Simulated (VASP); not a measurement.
# Sr in VASP: further runs

The runs below take Sr through single point, with PBE.

All numbers are computed with VASP 6.6.1; they aren't measurements. Logs are shortened: lines on timing, memory, paths and dates and some standing lists are left out, and cuts for length are marked.

### 1 The cell of the first run

Symmetry: P6_3mc, No. 186, hexagonal system. The conventional cell has a = 6.754 Å, b = 6.754 Å, c = 8.382 Å, α = 90.00°, β = 90.00°, γ = 120.00°. Within 5.5 Å of Sr (site symmetry 3m) lie 14 Sr at 4.19 to 4.44 Å. Sr (site symmetry 3m) has 11 Sr at 3.90 to 4.43 Å within 5.1 Å. Within 5.1 Å of Sr (site symmetry 3m) lie 11 Sr at 3.90 to 4.44 Å.

The cell was generated, and may not be a known phase.

### 2 Single point, PBE

INCAR reads:

```
PREC     = Accurate       # precision mode
ENCUT    = 520            # plane-wave cutoff, eV
EDIFF    = 1E-6           # SCF threshold, eV
ISMEAR   = 0              # smearing method
SIGMA    = 0.1            # smearing width, eV
LREAL    = F              # projectors in reciprocal space
LASPH    = T              # aspherical terms in the spheres
NELM     = 60             # most SCF steps
ALGO     = Fast           # electronic algorithm
ISIF     = 2              # what is computed and relaxed
LWAVE    = F              # write WAVECAR
LCHARG   = F              # write CHGCAR
GGA      = PE             # functional
NBANDS   = 39             # bands
```

KPOINTS reads:

```
Automatic mesh
0
Gamma
  3 3 2
```

POSCAR reads:

```
Sr
1.0
    6.7539326126      0.0000000000      0.0000000000
   -3.3769663063      5.8490772179      0.0000000000
    0.0000000000      0.0000000000      8.3820228378
Sr
6
Direct
    0.0000000000      0.0000000000      0.6472378344
    0.0000000000      0.0000000000      0.1472378344
    0.3333333333      0.6666666667      0.3952385568
    0.6666666667      0.3333333333      0.8952385568
    0.3333333333      0.6666666667      0.8938135588
    0.6666666667      0.3333333333      0.3938135588
```

Potentials or basis: VASP PAW PBE potentials, release 64 (Sr_sv).

On the command line:

```sh
> cat potpaw_PBE.64/Sr_sv/POTCAR > POTCAR
> mpirun -np 1 vasp_std > vasp.out
```

OUTCAR:

```text
PREC = Accurate
   ENCUT = 520
   EDIFF = 1E-6
   ISMEAR = 0
   LREAL = F
   LASPH = T
   NELM = 60
   ISIF = 2
   GGA = PE

 ion  position               nearest neighbor table
   1  0.000  0.000  0.647-   2 4.19   2 4.19   5 4.41   5 4.41   5 4.41   4 4.42   4 4.42   4 4.42
                             3 4.43   3 4.43   3 4.43   6 4.44   6 4.44   6 4.44
   2  0.000  0.000  0.147-   1 4.19   1 4.19   6 4.41   6 4.41   6 4.41   3 4.42   3 4.42   3 4.42
                             4 4.43   4 4.43   4 4.43   5 4.44   5 4.44   5 4.44
   3  0.333  0.667  0.395-   6 3.90   6 3.90   6 3.90   5 4.18   5 4.20   2 4.42   2 4.42   2 4.42
                             1 4.43   1 4.43   1 4.43
   4  0.667  0.333  0.895-   5 3.90   5 3.90   5 3.90   6 4.18   6 4.20   1 4.42   1 4.42   1 4.42
                             2 4.43   2 4.43   2 4.43
   5  0.333  0.667  0.894-   4 3.90   4 3.90   4 3.90   3 4.18   3 4.20   1 4.41   1 4.41   1 4.41
                             2 4.44   2 4.44   2 4.44
   6  0.667  0.333  0.394-   3 3.90   3 3.90   3 3.90   4 4.18   4 4.20   2 4.41   2 4.41   2 4.41
                             1 4.44   1 4.44   1 4.44

  LATTYP: Found a hexagonal cell.
 ALAT       =     6.7539326126
 C/A-ratio  =     1.2410581092

  Lattice vectors:

 A1 = (   6.7539326126,   0.0000000000,   0.0000000000)
 A2 = (  -3.3769663063,   5.8490772179,   0.0000000000)
 A3 = (   0.0000000000,   0.0000000000,   8.3820228378)

Analysis of symmetry for initial positions (statically):
=====================================================================
 Subroutine PRICEL returns:
 Original cell was already a primitive cell.

 Routine SETGRP: Setting up the symmetry group for a
 hexagonal supercell.

 Subroutine GETGRP returns: Found 12 space group operations
 (whereof  6 operations were pure point group operations)
 out of a pool of 24 trial point group operations.

The static configuration has the point symmetry C_3v.
 The point group associated with its full space group is C_6v.

Analysis of symmetry for dynamics (positions and initial velocities):
=====================================================================
 Subroutine PRICEL returns:
 Original cell was already a primitive cell.

 Routine SETGRP: Setting up the symmetry group for a
 hexagonal supercell.

 Subroutine GETGRP returns: Found 12 space group operations
 (whereof  6 operations were pure point group operations)
 out of a pool of 24 trial point group operations.

The dynamic configuration has the point symmetry C_3v.
 The point group associated with its full space group is C_6v.

 Subroutine INISYM returns: Found 12 space group operations
 (whereof  6 operations are pure point group operations),
 and found     1 'primitive' translations

----------------------------------------------------------------------------------------

                                     Primitive cell

  volume of cell :     331.1257

  direct lattice vectors                    reciprocal lattice vectors
     6.753932613  0.000000000  0.000000000     0.148061886  0.085483570  0.000000000
    -3.376966306  5.849077218  0.000000000     0.000000000  0.170967139  0.000000000
     0.000000000  0.000000000  8.382022838     0.000000000  0.000000000  0.119302944

  length of vectors
     6.753932613  6.753932613  8.382022838     0.170967139  0.170967139  0.119302944

  position of ions in fractional coordinates (direct lattice)
     0.000000000  0.000000000  0.647237834
     0.000000000  0.000000000  0.147237834
     0.333333333  0.666666667  0.395238557
     0.666666667  0.333333333  0.895238557
     0.333333333  0.666666667  0.893813559
     0.666666667  0.333333333  0.393813559

  ion indices of the primitive-cell ions
   primitive index   ion index
                 1           1
                 2           2
                 3           3
                 4           4
                 5           5
                 6           6

----------------------------------------------------------------------------------------

 KPOINTS: Automatic mesh

Automatic generation of k-mesh.
 Grid dimensions read from file:
 generate k-points for:    3    3    2

 Generating k-lattice:

  Cartesian coordinates                     Fractional coordinates (reciprocal lattice)
     0.049353962  0.028494523  0.000000000     0.333333333  0.000000000  0.000000000
     0.000000000  0.056989046  0.000000000     0.000000000  0.333333333  0.000000000
     0.000000000  0.000000000  0.059651472     0.000000000  0.000000000  0.500000000

  Length of vectors
     0.056989046  0.056989046  0.059651472

  Shift w.r.t. Gamma in fractional coordinates (k-lattice)
     0.000000000  0.000000000  0.000000000

 Subroutine IBZKPT returns following result:
 ===========================================

 Found      6 irreducible k-points:

 Following reciprocal coordinates:
            Coordinates               Weight
  0.000000  0.000000  0.000000      1.000000
  0.333333  0.000000  0.000000      6.000000
  0.333333  0.333333  0.000000      2.000000
  0.000000  0.000000  0.500000      1.000000
  0.333333  0.000000  0.500000      6.000000
  0.333333  0.333333  0.500000      2.000000
   k-points           NKPTS =      6   k-points in BZ     NKDIM =      6   number of bands    NBANDS=     39
   number of dos      NEDOS =    301   number of ions     NIONS =      6
   total plane-waves  NPLWV = 160000
   dimension x,y,z NGX =    50 NGY =   50 NGZ =   64
   dimension x,y,z NGXF=   100 NGYF=  100 NGZF=  128
   ions per type =               6
   NGX,Y,Z   is equivalent  to a cutoff of  12.31, 12.31, 12.69 a.u.
   NGXF,Y,Z  is equivalent  to a cutoff of  24.61, 24.61, 25.39 a.u.
 SYSTEM =  unknown system
   PREC   = accura    normal or accurate (medium, high low for compatibility)
   ISTART =      0    job   : 0-new  1-cont  2-samecut
   ICHARG =      2    charge: 1-file 2-atom 10-const
   ISPIN  =      1    spin polarized calculation?
   LNONCOLLINEAR =      F non collinear calculations
   LSORBIT =      F    spin-orbit coupling
   LASPH  =      T    aspherical Exc in radial PAW
   ENCUT  =  520.0 eV  38.22 Ry    6.18 a.u.  12.56 12.56 15.59*2*pi/ulx,y,z
   NELM   =     60;   NELMIN=  2; NELMDL= -5     # of ELM steps
   EDIFF  = 0.1E-05   stopping-criterion for ELM
   LREAL  =      F    real-space projection
   EDIFFG = 0.1E-04   stopping-criterion for IOM
   NSW    =      0    number of steps for IOM
   IBRION =     -1    ionic relax: 0-MD 1-quasi-New 2-CG
   NFREE  =      0    steps in history (QN), initial steepest desc. (CG)
   ISIF   =      2    stress and relaxation
   ISYM   =      2    0-nonsym 1-usesym 2-fastsym
   POTIM  = 0.5000    time-step for ionic-motion
   TEBEG  =    0.0;   TEEND  =   0.0 temperature during run
   PSTRESS=    0.0 pullay stress
   NELECT =      60.0000    total number of electrons
   NUPDOWN=      -1.0000    fix difference up-down
   EMIN   =  10.00;   EMAX   =-10.00  energy-range for DOS
   EFERMI =   0.00;   METHOD = LEGACY
   ISMEAR =     0;   SIGMA  =   0.10  broadening in eV -4-tet -1-fermi 0-gaus
   EFERMI_NEDOS =   21; number of points for ismear=-14 and -15
   IALGO  =     68    algorithm
   IMIX   =      4    mixing-type and parameters
     AMIX     =   0.40;   BMIX     =  1.00
     AMIX_MAG =   1.60;   BMIX_MAG =  1.00
  volume/ion in A,a.u.               =      55.19       372.42
  Fermi-wavevector in a.u.,A,eV,Ry     =   0.926391  1.750625 11.676521  0.858200
  Thomas-Fermi vector in A             =   2.052348
   LORBIT       =      0    0 simple, 1 ext, 2 COOP (PROOUT), +10 PAW based schemes
   GGA     = PE    functional components
   LHFCALC =     F    Hartree Fock is set to
   AEXX    =    0.0000 exact exchange contribution
   IVDW    =     0    specifies the selected vdW correction
   LEPSILON=     F    determine dielectric tensor
   LRPA    =     F    only Hartree local field effects (RPA)
 non-spin polarized calculation
 RMM-DIIS sequential band-by-band and
 Gauss-broadening in eV      SIGMA  =   0.10
  energy-cutoff  :      520.00
  volume of cell :      331.13
 maximum number of plane-waves:      8948
 NGX is ok and might be reduce to    50
   NGX = 25   NGY = 25   NGZ = 31

 number of electron      60.0000000 magnetization

 Free energy of the ion-electron system (eV)
  ---------------------------------------------------
  ext. energy  EPLUGINS =         0.00000000
  ---------------------------------------------------
  free energy    TOTEN  =        -9.44443411 eV

  energy without entropy =       -9.36972758  energy(sigma->0) =       -9.40708085

 E-fermi :   1.5971     XC(G=0):  -7.3345

 val. band max:        1.5525337040   @ k =   0.3333   0.0000   0.0000
 cond. band min:       1.6370558825   @ k =   0.0000   0.0000   0.0000
 fundamental gap:      0.0845221785
 Fermi energy:         1.5970653147

 k-point     1 :       0.0000    0.0000    0.0000
  band No.  band energies     occupation
      1     -35.0768      2.00000
      2     -35.0703      2.00000
      3     -35.0532      2.00000
      4     -35.0475      2.00000
      5     -35.0104      2.00000
      6     -35.0050      2.00000
[... 31 lines left out ...]
     38       3.3720      0.00000
     39       3.3863      0.00000

 k-point     2 :       0.3333    0.0000    0.0000
  band No.  band energies     occupation
      1     -35.0716      2.00000
      2     -35.0655      2.00000
      3     -35.0581      2.00000
      4     -35.0523      2.00000
      5     -35.0108      2.00000
      6     -35.0050      2.00000
[... 31 lines left out ...]
     38       3.1354      0.00000
     39       3.2941      0.00000

 k-point     3 :       0.3333    0.3333    0.0000
  band No.  band energies     occupation
      1     -35.0648      2.00000
      2     -35.0648      2.00000
      3     -35.0589      2.00000
      4     -35.0589      2.00000
      5     -35.0110      2.00000
      6     -35.0050      2.00000
[... 31 lines left out ...]
     38       3.0852      0.00000
     39       3.2959      0.00000

 k-point     4 :       0.0000    0.0000    0.5000
  band No.  band energies     occupation
      1     -35.0736      2.00000
      2     -35.0736      2.00000
      3     -35.0504      2.00000
      4     -35.0504      2.00000
      5     -35.0077      2.00000
      6     -35.0077      2.00000
[... 31 lines left out ...]
     38       3.2815      0.00000
     39       3.8474      0.00000

 k-point     5 :       0.3333    0.0000    0.5000
  band No.  band energies     occupation
      1     -35.0686      2.00000
      2     -35.0686      2.00000
      3     -35.0552      2.00000
      4     -35.0552      2.00000
      5     -35.0079      2.00000
      6     -35.0079      2.00000
[... 31 lines left out ...]
     38       3.0194      0.00000
     39       3.5489      0.00000

 k-point     6 :       0.3333    0.3333    0.5000
  band No.  band energies     occupation
      1     -35.0620      2.00000
      2     -35.0620      2.00000
      3     -35.0617      2.00000
      4     -35.0617      2.00000
      5     -35.0080      2.00000
      6     -35.0080      2.00000
[... 31 lines left out ...]
     38       2.8159      0.00000
     39       2.8248      0.00000

------------------------ aborting loop because EDIFF is reached ----------------------------------------

  FORCE on cell =-STRESS in cart. coord.  units (eV):
  Direction    XX          YY          ZZ          XY          YZ          ZX
  --------------------------------------------------------------------------------------
  -------------------------------------------------------------------------------------
  Total       -0.0283826     -0.0283826     -0.1290422      0.0000000      0.0000000     -0.0000000
  in kB       -0.1373315     -0.1373315     -0.6243808      0.0000000      0.0000000     -0.0000000
  external PRESSURE =      -0.2996813 kB  Pullay stress =       0.0000000 kB

 VOLUME and BASIS-vectors are now :
 -----------------------------------------------------------------------------
  energy-cutoff  :      520.00
  volume of cell :      331.13
      direct lattice vectors                 reciprocal lattice vectors
     6.753932613  0.000000000  0.000000000     0.148061886  0.085483570  0.000000000
    -3.376966306  5.849077218  0.000000000     0.000000000  0.170967139  0.000000000
     0.000000000  0.000000000  8.382022838     0.000000000  0.000000000  0.119302944

 POSITION                                       TOTAL-FORCE (eV/Angst)
 -----------------------------------------------------------------------------------
      0.00000      0.00000      5.42516        -0.000000     -0.000000     -0.018898
      0.00000      0.00000      1.23415        -0.000000     -0.000000     -0.018898
     -0.00000      3.89938      3.31290         0.000000     -0.000000     -0.005639
      3.37697      1.94969      7.50391        -0.000000     -0.000000     -0.005639
     -0.00000      3.89938      7.49197         0.000000     -0.000000      0.024537
      3.37697      1.94969      3.30095        -0.000000      0.000000      0.024537
 -----------------------------------------------------------------------------------
    total drift:                                0.000000      0.000000      0.000429

  FREE ENERGIE OF THE ION-ELECTRON SYSTEM (eV)
  ---------------------------------------------------
  free  energy   TOTEN  =        -9.4444341107 eV

  energy  without entropy=       -9.3697275797  energy(sigma->0) =       -9.40708085
```

Run time: 1.7 min. Hardware: 1 thread of Oxide Virtual Turin-like, shared host; peak memory 0.36 GiB.

Results:

```
Free energy            : -9.4444 eV
Pressure               : 0.0 GPa
Largest force          : 0.025 eV/Å
Band gap on the k mesh : zero (bands 30 and 31 overlap by 0.24 eV)
```

Forces on the atoms (eV/Å):
```
Sr   0.000  0.000 -0.019
Sr   0.000  0.000 -0.019
Sr   0.000  0.000 -0.006
Sr   0.000  0.000 -0.006
Sr   0.000  0.000  0.025
Sr   0.000  0.000  0.025
```

Levels at points of the mesh, in eV from the Fermi level:
```tsv
k point	band 26	band 27	band 28	band 29	band 30	band 31	band 32	band 33	band 34	band 35
(0.00, 0.00, 0.00)	-1.54	-1.07	-0.08	0.04	0.04	0.18	0.18	0.19	0.19	0.24
(0.00, 0.00, 0.50)	-3.00	0.16	0.16	0.16	0.16	0.18	0.18	0.18	0.18	0.19
```

Caveat: the k points lie up to 0.37 Å⁻¹ apart.

[end of part 1 of 2]

The gap in the log of VASP goes by the Fermi energy; the results here count the filled bands.